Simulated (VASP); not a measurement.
# AlNi (Pm-3m) in VASP: notebook

The runs below take AlNi through single point, with PBEsol+D4, PBEsol.

All numbers are computed with VASP 6.6.1; they aren't measurements. Logs are shortened: lines on timing, memory, paths and dates and some standing lists are left out, and cuts for length are marked.

### 1 The cell of the first run

It takes space group Pm-3m (No. 221, cubic). Conventional cell: a = 2.844 Å, b = 2.844 Å, c = 2.844 Å, α = 90.00°, β = 90.00°, γ = 90.00°. Ni (site symmetry m-3m) has 8 Al at 2.46 Å and 6 Ni at 2.84 Å within 3.3 Å. Al (site symmetry m-3m) has 8 Ni at 2.46 Å and 6 Al at 2.84 Å within 3.3 Å.

### 2 Single point, PBEsol+D4, collinear spin, ferromagnetic start

The input, INCAR:

```
PREC = Accurate
ENCUT = 520
EDIFF = 1E-6
ISMEAR = -1
SIGMA = 0.05
LREAL = False
LASPH = True
NELM = 150
ALGO = Normal
ISIF = 2
LWAVE = False
LCHARG = False
ISPIN = 2
MAGMOM = 1 0
LORBIT = 11
LMAXMIX = 4
GGA = PS
IVDW = 13
NBANDS = 18
```

The input, KPOINTS:

```
regular mesh
0
Gamma
  9 9 9
```

The input, POSCAR:

```
AlNi
1.0
    2.8439562874      0.0000000000      0.0000000000
    0.0000000000      2.8439562874      0.0000000000
    0.0000000000      0.0000000000      2.8439562874
Ni Al
1 1
Direct
    0.5000000000      0.5000000000      0.5000000000
    0.0000000000      0.0000000000      0.0000000000
```

Potentials or basis: VASP PAW PBE potentials, release 64 (Ni, Al).

Launch:

```console
$ cat potpaw_PBE.64/Ni/POTCAR potpaw_PBE.64/Al/POTCAR > POTCAR
$ mpirun -np 1 vasp_std > vasp.out
```

OUTCAR:

```text
PREC = Accurate
   ENCUT = 520
   EDIFF = 1E-6
   ISMEAR = -1
   LREAL = False
   LASPH = True
   NELM = 150
   ISIF = 2
   ISPIN = 2
   LORBIT = 11
   GGA = PS
   IVDW = 13

 ion  position               nearest neighbor table
   1  0.500  0.500  0.500-   2 2.46   2 2.46   2 2.46   2 2.46   2 2.46   2 2.46   2 2.46   2 2.46

   2  0.000  0.000  0.000-   1 2.46   1 2.46   1 2.46   1 2.46   1 2.46   1 2.46   1 2.46   1 2.46

  LATTYP: Found a simple cubic cell.
 ALAT       =     2.8439562874

  Lattice vectors:

 A1 = (   2.8439562874,   0.0000000000,   0.0000000000)
 A2 = (   0.0000000000,   2.8439562874,   0.0000000000)
 A3 = (   0.0000000000,   0.0000000000,   2.8439562874)

Analysis of symmetry for initial positions (statically):
=====================================================================
 Subroutine PRICEL returns:
 Original cell was already a primitive cell.

 Routine SETGRP: Setting up the symmetry group for a
 simple cubic supercell.

 Subroutine GETGRP returns: Found 48 space group operations
 (whereof 48 operations were pure point group operations)
 out of a pool of 48 trial point group operations.

The static configuration has the point symmetry O_h .

Analysis of symmetry for dynamics (positions and initial velocities):
=====================================================================
 Subroutine PRICEL returns:
 Original cell was already a primitive cell.

 Routine SETGRP: Setting up the symmetry group for a
 simple cubic supercell.

 Subroutine GETGRP returns: Found 48 space group operations
 (whereof 48 operations were pure point group operations)
 out of a pool of 48 trial point group operations.

The dynamic configuration has the point symmetry O_h .

Analysis of structural, dynamic, and magnetic symmetry:
=====================================================================
 Subroutine PRICEL returns:
 Original cell was already a primitive cell.

 Routine SETGRP: Setting up the symmetry group for a
 simple cubic supercell.

 Subroutine GETGRP returns: Found 48 space group operations
 (whereof 48 operations were pure point group operations)
 out of a pool of 48 trial point group operations.

The overall configuration has the point symmetry O_h .

 Subroutine INISYM returns: Found 48 space group operations
 (whereof 48 operations are pure point group operations),
 and found     1 'primitive' translations

----------------------------------------------------------------------------------------

                                     Primitive cell

  volume of cell :      23.0022

  direct lattice vectors                    reciprocal lattice vectors
     2.843956287  0.000000000  0.000000000     0.351622845  0.000000000  0.000000000
     0.000000000  2.843956287  0.000000000     0.000000000  0.351622845  0.000000000
     0.000000000  0.000000000  2.843956287     0.000000000  0.000000000  0.351622845

  length of vectors
     2.843956287  2.843956287  2.843956287     0.351622845  0.351622845  0.351622845

  position of ions in fractional coordinates (direct lattice)
     0.500000000  0.500000000  0.500000000
     0.000000000  0.000000000  0.000000000

  ion indices of the primitive-cell ions
   primitive index   ion index
                 1           1
                 2           2

----------------------------------------------------------------------------------------

 KPOINTS: regular mesh

Automatic generation of k-mesh.
 Grid dimensions read from file:
 generate k-points for:    9    9    9

 Generating k-lattice:

  Cartesian coordinates                     Fractional coordinates (reciprocal lattice)
     0.039069205  0.000000000  0.000000000     0.111111111  0.000000000  0.000000000
     0.000000000  0.039069205  0.000000000     0.000000000  0.111111111  0.000000000
     0.000000000  0.000000000  0.039069205     0.000000000  0.000000000  0.111111111

  Length of vectors
     0.039069205  0.039069205  0.039069205

  Shift w.r.t. Gamma in fractional coordinates (k-lattice)
     0.000000000  0.000000000  0.000000000

 Subroutine IBZKPT returns following result:
 ===========================================

 Found     35 irreducible k-points:

 Following reciprocal coordinates:
            Coordinates               Weight
  0.000000  0.000000  0.000000      1.000000
  0.111111  0.000000  0.000000      6.000000
  0.222222  0.000000  0.000000      6.000000
  0.333333  0.000000  0.000000      6.000000
  0.444444  0.000000  0.000000      6.000000
  0.111111  0.111111  0.000000     12.000000
[... 16 lines left out ...]
  0.333333  0.333333  0.111111     24.000000
  0.444444  0.333333  0.111111     48.000000
 [... further k-points ...]
   k-points           NKPTS =     35   k-points in BZ     NKDIM =     35   number of bands    NBANDS=     18
   number of dos      NEDOS =    301   number of ions     NIONS =      2
   total plane-waves  NPLWV =  13824
   dimension x,y,z NGX =    24 NGY =   24 NGZ =   24
   dimension x,y,z NGXF=    48 NGYF=   48 NGZF=   48
   ions per type =               1   1
   NGX,Y,Z   is equivalent  to a cutoff of  14.03, 14.03, 14.03 a.u.
   NGXF,Y,Z  is equivalent  to a cutoff of  28.06, 28.06, 28.06 a.u.
 SYSTEM =  unknown system
   PREC   = accura    normal or accurate (medium, high low for compatibility)
   ISTART =      0    job   : 0-new  1-cont  2-samecut
   ICHARG =      2    charge: 1-file 2-atom 10-const
   ISPIN  =      2    spin polarized calculation?
   LNONCOLLINEAR =      F non collinear calculations
   LSORBIT =      F    spin-orbit coupling
   LASPH  =      T    aspherical Exc in radial PAW
   ENCUT  =  520.0 eV  38.22 Ry    6.18 a.u.   5.29  5.29  5.29*2*pi/ulx,y,z
   NELM   =    150;   NELMIN=  2; NELMDL= -5     # of ELM steps
   EDIFF  = 0.1E-05   stopping-criterion for ELM
   LREAL  =      F    real-space projection
   EDIFFG = 0.1E-04   stopping-criterion for IOM
   NSW    =      0    number of steps for IOM
   IBRION =     -1    ionic relax: 0-MD 1-quasi-New 2-CG
   NFREE  =      0    steps in history (QN), initial steepest desc. (CG)
   ISIF   =      2    stress and relaxation
   ISYM   =      2    0-nonsym 1-usesym 2-fastsym
   POTIM  = 0.5000    time-step for ionic-motion
   TEBEG  =    0.0;   TEEND  =   0.0 temperature during run
   PSTRESS=    0.0 pullay stress
   NELECT =      13.0000    total number of electrons
   NUPDOWN=      -1.0000    fix difference up-down
   EMIN   =  10.00;   EMAX   =-10.00  energy-range for DOS
   EFERMI =   0.00;   METHOD = LEGACY
   ISMEAR =    -1;   SIGMA  =   0.05  broadening in eV -4-tet -1-fermi 0-gaus
   EFERMI_NEDOS =   21; number of points for ismear=-14 and -15
   IALGO  =     38    algorithm
   IMIX   =      4    mixing-type and parameters
     AMIX     =   0.40;   BMIX     =  1.00
     AMIX_MAG =   1.60;   BMIX_MAG =  1.00
  volume/ion in A,a.u.               =      11.50        77.61
  Fermi-wavevector in a.u.,A,eV,Ry     =   1.353525  2.557792 24.926290  1.832031
  Thomas-Fermi vector in A             =   2.480773
   LORBIT       =     11    0 simple, 1 ext, 2 COOP (PROOUT), +10 PAW based schemes
   GGA     = PS    functional components
   LHFCALC =     F    Hartree Fock is set to
   AEXX    =    0.0000 exact exchange contribution
   IVDW    =    13    specifies the selected vdW correction
   LEPSILON=     F    determine dielectric tensor
   LRPA    =     F    only Hartree local field effects (RPA)
 spin polarized calculation
  energy-cutoff  :      520.00
  volume of cell :       23.00
 maximum number of plane-waves:       635
 NGX is ok and might be reduce to    24
   NGX = 11   NGY = 11   NGZ = 11

 number of electron      13.0000001 magnetization      -0.0007513

 number of electron      13.0000001 magnetization       0.0001000

 Free energy of the ion-electron system (eV)
  ---------------------------------------------------
  ext. energy  EPLUGINS =         0.00000000
  ---------------------------------------------------
  free energy    TOTEN  =       -11.58104687 eV

  energy without entropy =      -11.57486477  energy(sigma->0) =      -11.57795582

 E-fermi :  10.4315     XC(G=0): -12.3565

 val. band max:       10.3660132779   @ k =   0.3333   0.1111   0.0000
 cond. band min:      10.4858734188   @ k =   0.3333   0.1111   0.1111
 fundamental gap:      0.1198601409
 Fermi energy:        10.4315467816

 spin component 1

 k-point     1 :       0.0000    0.0000    0.0000
  band No.  band energies     occupation
      1      -1.0006      1.00000
      2       6.9785      1.00000
      3       6.9785      1.00000
      4       8.7818      1.00000
      5       8.7818      1.00000
      6       8.7818      1.00000
[... 10 lines left out ...]
     17      34.1724      0.00000
     18      34.1724      0.00000

 k-point     2 :       0.1111    0.0000    0.0000
  band No.  band energies     occupation
      1      -0.7671      1.00000
      2       6.9576      1.00000
      3       7.0340      1.00000
      4       8.6816      1.00000
      5       8.6816      1.00000
      6       8.7928      1.00000
[... 10 lines left out ...]
     17      33.6777      0.00000
     18      35.1667      0.00000

 k-point     3 :       0.2222    0.0000    0.0000
  band No.  band energies     occupation
      1      -0.0757      1.00000
      2       6.7406      1.00000
      3       7.1784      1.00000
      4       8.4467      1.00000
      5       8.4467      1.00000
      6       8.8206      1.00000
[... 412 lines left out ...]
 k-point    23 :       0.3333    0.3333    0.1111
  band No.  band energies     occupation
      1       3.0726      1.00000
      2       6.5152      1.00000
      3       7.1125      1.00000
      4       7.9099      1.00000
      5       8.2998      1.00000
      6       8.3762      1.00000
[... 10 lines left out ...]
     17      32.0443      0.00000
     18      36.6972      0.00000

 k-point    24 :       0.4444    0.3333    0.1111
  band No.  band energies     occupation
      1       4.2186      1.00000
      2       5.8039      1.00000
      3       7.2601      1.00000
      4       7.7813      1.00000
      5       8.3792      1.00000
      6       8.5396      1.00000
[... 10 lines left out ...]
     17      33.4853      0.00000
     18      37.4802      0.00000

 [... further k-points ...]

 spin component 2

 k-point     1 :       0.0000    0.0000    0.0000
  band No.  band energies     occupation
      1      -1.0006      1.00000
      2       6.9785      1.00000
      3       6.9785      1.00000
      4       8.7818      1.00000
      5       8.7818      1.00000
      6       8.7818      1.00000
[... 10 lines left out ...]
     17      34.1724      0.00000
     18      34.1724      0.00000

 k-point     2 :       0.1111    0.0000    0.0000
  band No.  band energies     occupation
      1      -0.7672      1.00000
      2       6.9575      1.00000
      3       7.0340      1.00000
      4       8.6815      1.00000
      5       8.6815      1.00000
      6       8.7927      1.00000
[... 10 lines left out ...]
     17      33.6777      0.00000
     18      35.1667      0.00000

 k-point     3 :       0.2222    0.0000    0.0000
  band No.  band energies     occupation
      1      -0.0757      1.00000
      2       6.7405      1.00000
      3       7.1784      1.00000
      4       8.4466      1.00000
      5       8.4466      1.00000
      6       8.8205      1.00000
[... 412 lines left out ...]
 k-point    23 :       0.3333    0.3333    0.1111
  band No.  band energies     occupation
      1       3.0726      1.00000
      2       6.5152      1.00000
      3       7.1124      1.00000
      4       7.9099      1.00000
      5       8.2998      1.00000
      6       8.3761      1.00000
[... 10 lines left out ...]
     17      32.0443      0.00000
     18      36.6971      0.00000

 k-point    24 :       0.4444    0.3333    0.1111
  band No.  band energies     occupation
      1       4.2185      1.00000
      2       5.8039      1.00000
      3       7.2601      1.00000
      4       7.7813      1.00000
      5       8.3792      1.00000
      6       8.5396      1.00000
[... 10 lines left out ...]
     17      33.4853      0.00000
     18      37.4805      0.00000

 [... further k-points ...]

------------------------ aborting loop because EDIFF is reached ----------------------------------------

  DFT-D4 for vdW energy calculation

  Edisp (eV):   -0.52777

  FORCE on cell =-STRESS in cart. coord.  units (eV):
  Direction    XX          YY          ZZ          XY          YZ          ZX
  --------------------------------------------------------------------------------------
  -------------------------------------------------------------------------------------
  Total       0.02361     0.02361     0.02361     0.00000     0.00000     0.00000
  in kB       1.64463     1.64463     1.64463     0.00000     0.00000     0.00000
  external pressure =        1.64 kB  Pullay stress =        0.00 kB

 VOLUME and BASIS-vectors are now :
 -----------------------------------------------------------------------------
  energy-cutoff  :      520.00
  volume of cell :       23.00
      direct lattice vectors                 reciprocal lattice vectors
     2.843956287  0.000000000  0.000000000     0.351622845  0.000000000  0.000000000
     0.000000000  2.843956287  0.000000000     0.000000000  0.351622845  0.000000000
     0.000000000  0.000000000  2.843956287     0.000000000  0.000000000  0.351622845

 POSITION                                       TOTAL-FORCE (eV/Angst)
 -----------------------------------------------------------------------------------
      1.42198      1.42198      1.42198         0.000000      0.000000      0.000000
      0.00000      0.00000      0.00000         0.000000      0.000000      0.000000
 -----------------------------------------------------------------------------------
    total drift:                                0.000000      0.000000     -0.000000

  FREE ENERGIE OF THE ION-ELECTRON SYSTEM (eV)
  ---------------------------------------------------
  free  energy   TOTEN  =       -12.1088163790 eV

  energy  without entropy=      -12.1026342764  energy(sigma->0) =      -12.10572533

 total charge

# of ion       s       p       d       tot
------------------------------------------
    1        0.496   0.557   8.494   9.547
    2        0.387   0.430   0.000   0.816
--------------------------------------------------
tot          0.883   0.986   8.494  10.363

 magnetization (x)

# of ion       s       p       d       tot
------------------------------------------
    1       -0.000  -0.000   0.000  -0.000
    2        0.000   0.000   0.000   0.000
--------------------------------------------------
tot          0.000   0.000   0.000   0.000
```

It took 58 s on 1 thread of AMD EPYC 7R13, shared host; peak memory 0.13 GiB.

Results:

```
Free energy                                           : -12.1088 eV
Pressure                                              : 0.2 GPa
Net moment                                            : 0.00 μB per cell
Valence electrons inside the program's atomic spheres : Ni 9.55; Al 0.82
Dispersion energy per atom                            : -0.264 eV
```

Caveat: the PAW data sets were made with another functional, which shifts forces and pressure a little.

### 3 Single point, PBEsol, collinear spin, ferromagnetic start

This run uses another cell than the first one, of 11.71 Å³/atom.

The input, INCAR:

```
PREC = Accurate ; ENCUT = 520
EDIFF = 1E-6 ; ISMEAR = -1
SIGMA = 0.05 ; LREAL = F
LASPH = T ; NELM = 150
ALGO = Normal ; ISIF = 2
LWAVE = F ; LCHARG = F
ISPIN = 2 ; MAGMOM = 1 0
LORBIT = 11 ; LMAXMIX = 4
GGA = PS ; NBANDS = 18
```

The input, KPOINTS:

```
Automatic mesh
0
Gamma
  9 9 9
```

The input, POSCAR:

```
AlNi
1.0
    2.8611493316      0.0000000000      0.0000000000
    0.0000000000      2.8611493316      0.0000000000
    0.0000000000      0.0000000000      2.8611493316
Ni Al
1 1
Direct
    0.5000000000      0.5000000000      0.5000000000
    0.0000000000      0.0000000000      0.0000000000
```

Potentials or basis: VASP PAW PBE potentials, release 64 (Ni, Al).

Launch:

```console
$ cat potpaw_PBE.64/Ni/POTCAR potpaw_PBE.64/Al/POTCAR > POTCAR
$ mpirun -np 1 vasp_std > vasp.out
```

It took 68 s on 1 thread of AMD EPYC 7R13, shared host; peak memory 0.13 GiB.

It converged, with:

```
Free energy                                           : -11.5859 eV
Pressure                                              : 0.2 GPa
Net moment                                            : 0.00 μB per cell
Valence electrons inside the program's atomic spheres : Ni 9.51; Al 0.81
```

Levels at points of the mesh, in eV from the Fermi level:
Spin up:
| k point | band 3 | band 4 | band 5 | band 6 | band 7 | band 8 | band 9 | band 10 |
| --- | --- | --- | --- | --- | --- | --- | --- | --- |
| (0.00, 0.00, 0.00) | -3.36 | -1.61 | -1.61 | -1.61 | 5.58 | 5.58 | 5.58 | 8.20 |
Spin down:
```tsv
k point	band 3	band 4	band 5	band 6	band 7	band 8	band 9	band 10
(0.00, 0.00, 0.00)	-3.36	-1.61	-1.61	-1.61	5.58	5.58	5.58	8.20
```

Caveat: the PAW data sets were made with another functional, which shifts forces and pressure a little.
